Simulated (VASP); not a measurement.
Set up this calculation in VASP 6.6.1, as the native input.

| Item | Value |
| --- | --- |
| Task | single point |
| Functional | PBEsol |
| Potentials or basis | VASP PAW PBE potentials, release 64 (Pt) |
| Cutoff | 520 eV |
| k mesh | 20 × 20 × 20 |
| Occupations | gaussian, width 0.15 eV |
| Spin | no spin polarisation |
| Dipole correction | no |
| Further INCAR settings | ALGO = Fast; EDIFF = 1e-06; NBANDS = 11 |

The structure of Pt lies in POSCAR:

```
Pt
1.0
   -1.7359920436      1.5019257007      1.6774754579
    1.3848925292     -1.6189588721      1.4434091149
    1.7359920436      1.6189588721     -1.7945086294
Pt
1
Direct
    0.0000000000      0.0000000000      0.0000000000
```

This cell differs from its parent crystal: engineering shear strain xz -0.2250, engineering shear strain yz -0.0750.

One way to write it, as run:

INCAR

```
PREC     = Accurate       # precision mode
ENCUT    = 520            # plane-wave cutoff, eV
EDIFF    = 1E-6           # SCF threshold, eV
ISMEAR   = 0              # smearing method
SIGMA    = 0.15           # smearing width, eV
LREAL    = F              # projectors in reciprocal space
LASPH    = T              # aspherical terms in the spheres
NELM     = 80             # most SCF steps
ALGO     = Fast           # electronic algorithm
ISIF     = 2              # what is computed and relaxed
LWAVE    = F              # write WAVECAR
LCHARG   = T              # write CHGCAR
GGA      = PS             # functional
LELF     = T              # ELF
LVHAR    = T            
NBANDS   = 11             # bands
```

KPOINTS

```
Automatic mesh
0
Gamma
  20 20 20
```

Potentials or basis: VASP PAW PBE potentials, release 64 (Pt).

Launch:

```sh
$ cat potpaw_PBE.64/Pt/POTCAR > POTCAR
$ mpirun -np 1 vasp_std > vasp.out
```

It gave:

* Pressure: 21.9 GPa
* Band gap on the k mesh: zero (bands 5 and 6 overlap by 4.11 eV)

Caveat: the cell differs from its parent crystal (engineering shear strain xz -0.2250, engineering shear strain yz -0.0750); the cell stands under pressure; the PAW data sets were made with another functional, which shifts forces and pressure a little; spin-orbit coupling is left out, which moves the levels of the heavy elements.

It took 3.2 min on 1 thread of Intel(R) Xeon(R) 6975P-C (Granite Rapids), with other jobs on the host, peak memory 0.73 GiB.
